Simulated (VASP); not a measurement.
# Bi2Te3 (R-3m) in VASP: single point with PBE

Aim: the single point of Bi2Te3 with PBE.

Everything below comes from runs of VASP 6.6.1. Logs are shortened: lines on timing, memory, paths and dates and some standing lists are left out, and cuts for length are marked.

**What was measured.**

From “Vacancy and Antisite-Induced Ferromagnetism in Liquid-Phase Exfoliated Bi2Te3”, 2024, arxiv:2412.10539, for a bulk crystal of Bi2Te3: band gap 0.17 eV.

The results are compared with them further down.

## Step 1: The cell of the first run

It takes space group R-3m (No. 166, trigonal). The conventional cell has a = 4.469 Å, b = 4.469 Å, c = 29.570 Å, α = 90.00°, β = 90.00°, γ = 120.00°. Within 4.1 Å of Bi (site symmetry 3m) lie 3 Te at 3.14 Å and 3 Bi at 3.42 Å. Within 4.6 Å of Te (site symmetry -3m) lie 12 Te at 3.27 to 4.47 Å and 6 Bi at 4.60 Å. Te (site symmetry 3m) has 3 Bi at 3.14 Å and 3 Te at 3.27 Å within 4.1 Å.

## Step 2: Single point, PBE

INCAR

```
ALGO = Normal
EDIFF = 1E-7
ENCUT = 520
GGA = PE
ISIF = 2
ISMEAR = 0
LASPH = True
LCHARG = False
LREAL = False
LWAVE = False
NBANDS = 32
NELM = 100
PREC = Accurate
SIGMA = 0.1
```

KPOINTS

```
k-points
0
Gamma
  9 9 9
```

POSCAR

```
Bi2Te3
1.0
    2.2344061668      1.2900350019      9.8566676833
   -2.2344061668      1.2900350019      9.8566676833
    0.0000000000     -2.5800700037      9.8566676833
Bi Te
2 3
Direct
    0.8096681991      0.8096681991      0.8096681991
    0.4003317438      0.4003317438      0.4003317438
    0.6050004714      0.6050004714      0.6050004714
    0.2035891255      0.2035891255      0.2035891255
    0.0064104602      0.0064104602      0.0064104602
```

Potentials or basis: VASP PAW PBE potentials, release 64 (Bi_d, Te).

Run with:

```sh
$ cat potpaw_PBE.64/Bi_d/POTCAR potpaw_PBE.64/Te/POTCAR > POTCAR
$ mpirun -np 1 vasp_std > vasp.out
```

OUTCAR:

```text
EDIFF = 1E-7
   ENCUT = 520
   GGA = PE
   ISIF = 2
   ISMEAR = 0
   LASPH = True
   LREAL = False
   NELM = 100
   PREC = Accurate

 ion  position               nearest neighbor table
   1  0.810  0.810  0.810-   4 3.14   4 3.14   4 3.14   2 3.42   2 3.42   2 3.42
   2  0.400  0.400  0.400-   5 3.14   5 3.14   5 3.14   1 3.42   1 3.42   1 3.42
   3  0.605  0.605  0.605-   5 3.27   5 3.27   5 3.27   4 3.27   4 3.27   4 3.27
   4  0.204  0.204  0.204-   1 3.14   1 3.14   1 3.14   3 3.27   3 3.27   3 3.27
   5  0.006  0.006  0.006-   2 3.14   2 3.14   2 3.14   3 3.27   3 3.27   3 3.27

  LATTYP: Found a trigonal (rhomboedric) cell.
 ALAT       =    10.1887515940
 COS(alpha) =     0.9038139057

  Lattice vectors:

 A1 = (   2.2344061668,   1.2900350019,   9.8566676833)
 A2 = (  -2.2344061668,   1.2900350019,   9.8566676833)
 A3 = (   0.0000000000,  -2.5800700037,   9.8566676833)

Analysis of symmetry for initial positions (statically):
=====================================================================
 Subroutine PRICEL returns:
 Original cell was already a primitive cell.

 Routine SETGRP: Setting up the symmetry group for a
 trigonal (rhombohedral) supercell.

 Subroutine GETGRP returns: Found 12 space group operations
 (whereof  6 operations were pure point group operations)
 out of a pool of 12 trial point group operations.

The static configuration has the point symmetry C_3v.
 The point group associated with its full space group is D_3d.

Analysis of symmetry for dynamics (positions and initial velocities):
=====================================================================
 Subroutine PRICEL returns:
 Original cell was already a primitive cell.

 Routine SETGRP: Setting up the symmetry group for a
 trigonal (rhombohedral) supercell.

 Subroutine GETGRP returns: Found 12 space group operations
 (whereof  6 operations were pure point group operations)
 out of a pool of 12 trial point group operations.

The dynamic configuration has the point symmetry C_3v.
 The point group associated with its full space group is D_3d.

 Subroutine INISYM returns: Found 12 space group operations
 (whereof  6 operations are pure point group operations),
 and found     1 'primitive' translations

----------------------------------------------------------------------------------------

                                     Primitive cell

  volume of cell :     170.4688

  direct lattice vectors                    reciprocal lattice vectors
     2.234406167  1.290035002  9.856667683     0.223773102  0.129195461  0.033818055
    -2.234406167  1.290035002  9.856667683    -0.223773102  0.129195461  0.033818055
     0.000000000 -2.580070004  9.856667683     0.000000000 -0.258390922  0.033818055

  length of vectors
    10.188751594 10.188751594 10.188751594     0.260594569  0.260594569  0.260594569

  position of ions in fractional coordinates (direct lattice)
     0.809668199  0.809668199  0.809668199
     0.400331744  0.400331744  0.400331744
     0.605000471  0.605000471  0.605000471
     0.203589126  0.203589126  0.203589126
     0.006410460  0.006410460  0.006410460

  ion indices of the primitive-cell ions
   primitive index   ion index
                 1           1
                 2           2
                 3           3
                 4           4
                 5           5

----------------------------------------------------------------------------------------

 KPOINTS: k-points

Automatic generation of k-mesh.
 Grid dimensions read from file:
 generate k-points for:    9    9    9

 Generating k-lattice:

  Cartesian coordinates                     Fractional coordinates (reciprocal lattice)
     0.024863678  0.014355051  0.003757562     0.111111111 -0.000000000  0.000000000
    -0.024863678  0.014355051  0.003757562    -0.000000000  0.111111111  0.000000000
     0.000000000 -0.028710102  0.003757562     0.000000000  0.000000000  0.111111111

  Length of vectors
     0.028954952  0.028954952  0.028954952

  Shift w.r.t. Gamma in fractional coordinates (k-lattice)
     0.000000000  0.000000000  0.000000000

 Subroutine IBZKPT returns following result:
 ===========================================

 Found     85 irreducible k-points:

 Following reciprocal coordinates:
            Coordinates               Weight
  0.000000  0.000000  0.000000      1.000000
  0.111111 -0.000000  0.000000      6.000000
  0.222222 -0.000000  0.000000      6.000000
  0.333333  0.000000 -0.000000      6.000000
  0.444444 -0.000000  0.000000      6.000000
  0.111111  0.111111 -0.000000      6.000000
[... 16 lines left out ...]
 -0.333333  0.333333  0.000000      6.000000
  0.444444  0.444444  0.000000      6.000000
 [... further k-points ...]
   k-points           NKPTS =     85   k-points in BZ     NKDIM =     85   number of bands    NBANDS=     32
   number of dos      NEDOS =    301   number of ions     NIONS =      5
   total plane-waves  NPLWV = 512000
   dimension x,y,z NGX =    80 NGY =   80 NGZ =   80
   dimension x,y,z NGXF=   160 NGYF=  160 NGZF=  160
   ions per type =               2   3
   NGX,Y,Z   is equivalent  to a cutoff of  13.05, 13.05, 13.05 a.u.
   NGXF,Y,Z  is equivalent  to a cutoff of  26.11, 26.11, 26.11 a.u.
 SYSTEM =  unknown system
   PREC   = accura    normal or accurate (medium, high low for compatibility)
   ISTART =      0    job   : 0-new  1-cont  2-samecut
   ICHARG =      2    charge: 1-file 2-atom 10-const
   ISPIN  =      1    spin polarized calculation?
   LNONCOLLINEAR =      F non collinear calculations
   LSORBIT =      F    spin-orbit coupling
   LASPH  =      T    aspherical Exc in radial PAW
   ENCUT  =  520.0 eV  38.22 Ry    6.18 a.u.  18.94 18.94 18.94*2*pi/ulx,y,z
   NELM   =    100;   NELMIN=  2; NELMDL= -5     # of ELM steps
   EDIFF  = 0.1E-06   stopping-criterion for ELM
   LREAL  =      F    real-space projection
   EDIFFG = 0.1E-05   stopping-criterion for IOM
   NSW    =      0    number of steps for IOM
   IBRION =     -1    ionic relax: 0-MD 1-quasi-New 2-CG
   NFREE  =      0    steps in history (QN), initial steepest desc. (CG)
   ISIF   =      2    stress and relaxation
   ISYM   =      2    0-nonsym 1-usesym 2-fastsym
   POTIM  = 0.5000    time-step for ionic-motion
   TEBEG  =    0.0;   TEEND  =   0.0 temperature during run
   PSTRESS=    0.0 pullay stress
   NELECT =      48.0000    total number of electrons
   NUPDOWN=      -1.0000    fix difference up-down
   EMIN   =  10.00;   EMAX   =-10.00  energy-range for DOS
   EFERMI =   0.00;   METHOD = LEGACY
   ISMEAR =     0;   SIGMA  =   0.10  broadening in eV -4-tet -1-fermi 0-gaus
   EFERMI_NEDOS =   21; number of points for ismear=-14 and -15
   IALGO  =     38    algorithm
   IMIX   =      4    mixing-type and parameters
     AMIX     =   0.40;   BMIX     =  1.00
     AMIX_MAG =   1.60;   BMIX_MAG =  1.00
  volume/ion in A,a.u.               =      34.09       230.08
  Fermi-wavevector in a.u.,A,eV,Ry     =   1.073018  2.027710 15.665301  1.151367
  Thomas-Fermi vector in A             =   2.208805
   LORBIT       =      0    0 simple, 1 ext, 2 COOP (PROOUT), +10 PAW based schemes
   GGA     = PE    functional components
   LHFCALC =     F    Hartree Fock is set to
   AEXX    =    0.0000 exact exchange contribution
   IVDW    =     0    specifies the selected vdW correction
   LEPSILON=     F    determine dielectric tensor
   LRPA    =     F    only Hartree local field effects (RPA)
 non-spin polarized calculation
 Gauss-broadening in eV      SIGMA  =   0.10
  energy-cutoff  :      520.00
  volume of cell :      170.47
 maximum number of plane-waves:      4629
 NGX is ok and might be reduce to    80
   NGX = 37   NGY = 37   NGZ = 37

 number of electron      48.0000001 magnetization

 Free energy of the ion-electron system (eV)
  ---------------------------------------------------
  ext. energy  EPLUGINS =         0.00000000
  ---------------------------------------------------
  free energy    TOTEN  =       -17.15222631 eV

  energy without entropy =      -17.14527112  energy(sigma->0) =      -17.14874871

 E-fermi :   6.2689     XC(G=0):  -9.3458

 val. band max:        6.2418623980   @ k =  -0.2222   0.2222   0.0000
 cond. band min:       6.3213223326   @ k =  -0.1111   0.1111   0.0000
 fundamental gap:      0.0794599345
 Fermi energy:         6.2689260632

 k-point     1 :       0.0000    0.0000    0.0000
  band No.  band energies     occupation
      1     -16.7084      2.00000
      2     -16.7084      2.00000
      3     -16.6591      2.00000
      4     -16.6591      2.00000
      5     -16.6565      2.00000
      6     -16.6118      2.00000
[... 24 lines left out ...]
     31      10.7825      0.00000
     32      11.0918      0.00000

 k-point     2 :       0.1111   -0.0000    0.0000
  band No.  band energies     occupation
      1     -16.7077      2.00000
      2     -16.7063      2.00000
      3     -16.6595      2.00000
      4     -16.6568      2.00000
      5     -16.6539      2.00000
      6     -16.6127      2.00000
[... 24 lines left out ...]
     31      10.4249      0.00000
     32      10.9540      0.00000

 k-point     3 :       0.2222   -0.0000    0.0000
  band No.  band energies     occupation
      1     -16.7063      2.00000
      2     -16.7003      2.00000
      3     -16.6608      2.00000
      4     -16.6504      2.00000
      5     -16.6461      2.00000
      6     -16.6164      2.00000
[... 24 lines left out ...]
     31       9.7946      0.00000
     32      11.3930      0.00000

 k-point     4 :       0.3333    0.0000   -0.0000
  band No.  band energies     occupation
      1     -16.7049      2.00000
      2     -16.6908      2.00000
      3     -16.6619      2.00000
      4     -16.6417      2.00000
      5     -16.6360      2.00000
      6     -16.6264      2.00000
[... 24 lines left out ...]
     31      10.2270      0.00000
     32      10.9802      0.00000

 k-point     5 :       0.4444   -0.0000    0.0000
  band No.  band energies     occupation
      1     -16.7041      2.00000
      2     -16.6816      2.00000
      3     -16.6608      2.00000
      4     -16.6422      2.00000
      5     -16.6330      2.00000
      6     -16.6235      2.00000
[... 584 lines left out ...]
     31      10.1528      0.00000
     32      11.8593      0.00000

 k-point    22 :      -0.4444    0.3333    0.0000
  band No.  band energies     occupation
      1     -16.7090      2.00000
      2     -16.6695      2.00000
      3     -16.6537      2.00000
      4     -16.6448      2.00000
      5     -16.6389      2.00000
      6     -16.6257      2.00000
[... 24 lines left out ...]
     31      10.6240      0.00000
     32      12.0105      0.00000

 k-point    23 :      -0.3333    0.3333    0.0000
  band No.  band energies     occupation
      1     -16.7104      2.00000
      2     -16.6567      2.00000
      3     -16.6567      2.00000
      4     -16.6482      2.00000
      5     -16.6341      2.00000
      6     -16.6341      2.00000
[... 24 lines left out ...]
     31      11.6671      0.00000
     32      11.8818      0.00000

 k-point    24 :       0.4444    0.4444    0.0000
  band No.  band energies     occupation
      1     -16.7041      2.00000
      2     -16.6816      2.00000
      3     -16.6608      2.00000
      4     -16.6422      2.00000
      5     -16.6330      2.00000
      6     -16.6236      2.00000
[... 24 lines left out ...]
     31      10.8071      0.00000
     32      11.9083      0.00000

 [... further k-points ...]

------------------------ aborting loop because EDIFF is reached ----------------------------------------

  FORCE on cell =-STRESS in cart. coord.  units (eV):
  Direction    XX          YY          ZZ          XY          YZ          ZX
  --------------------------------------------------------------------------------------
  -------------------------------------------------------------------------------------
  Total       -0.0576676     -0.0576676     -0.0537214      0.0000000     -0.0000000      0.0000000
  in kB       -0.5419978     -0.5419978     -0.5049089      0.0000000     -0.0000000      0.0000000
  external PRESSURE =      -0.5296349 kB  Pullay stress =       0.0000000 kB

 VOLUME and BASIS-vectors are now :
 -----------------------------------------------------------------------------
  energy-cutoff  :      520.00
  volume of cell :      170.47
      direct lattice vectors                 reciprocal lattice vectors
     2.234406167  1.290035002  9.856667683     0.223773102  0.129195461  0.033818055
    -2.234406167  1.290035002  9.856667683    -0.223773102  0.129195461  0.033818055
     0.000000000 -2.580070004  9.856667683     0.000000000 -0.258390922  0.033818055

 POSITION                                       TOTAL-FORCE (eV/Angst)
 -----------------------------------------------------------------------------------
      0.00000      0.00000     23.94189         0.000000     -0.000000     -0.000249
      0.00000      0.00000     11.83781         0.000000      0.000000      0.000249
      0.00000      0.00000     17.88987         0.000000      0.000000      0.000000
      0.00000      0.00000      6.02013         0.000000      0.000000      0.007010
      0.00000      0.00000      0.18956         0.000000     -0.000000     -0.007010
 -----------------------------------------------------------------------------------
    total drift:                                0.000000     -0.000000     -0.000267

  FREE ENERGIE OF THE ION-ELECTRON SYSTEM (eV)
  ---------------------------------------------------
  free  energy   TOTEN  =       -17.1522263121 eV

  energy  without entropy=      -17.1452711169  energy(sigma->0) =      -17.14874871
```

It took 44 min on 1 thread of Intel Xeon Platinum 8259CL at 2.50GHz (Skylake/Cascade Lake), shared host; peak memory 1.1 GiB.

What came out:

- Free energy: -17.1522 eV
- Pressure: -0.1 GPa
- Largest force: 0.007 eV/Å
- Band gap on the k mesh: zero (bands 24 and 25 overlap by 0.02 eV)

Forces on the atoms (eV/Å):
```
Bi   0.000  0.000  0.000
Bi   0.000  0.000  0.000
Te   0.000  0.000  0.000
Te   0.000  0.000  0.007
Te   0.000  0.000 -0.007
```

Levels at points of the mesh, in eV from the Fermi level:
| k point | band 20 | band 21 | band 22 | band 23 | band 24 | band 25 | band 26 | band 27 | band 28 | band 29 |
| --- | --- | --- | --- | --- | --- | --- | --- | --- | --- | --- |
| (0.00, 0.00, 0.00) | -2.03 | -2.00 | -0.57 | -0.57 | -0.53 | -0.04 | 0.13 | 0.13 | 2.07 | 2.07 |

Caveat: spin-orbit coupling is left out, which moves the levels of the heavy elements.

## Step 3: Against experiment

Step 2. Measured gap of Bi2Te3: 0.17 eV (quoted in “Vacancy and Antisite-Induced Ferromagnetism in Liquid-Phase Exfoliated Bi2Te3”, 2024, arxiv:2412.10539). This calculation gives 0.00 eV (-0.17 eV). Spin-orbit coupling on Bi, Te is left out. The value is that of PBE on a finite k mesh, which can miss the band edges, without temperature or zero-point motion. Semilocal functionals fall short of measured gaps as a rule.

The gap in the log of VASP goes by the Fermi energy; the results here count the filled bands.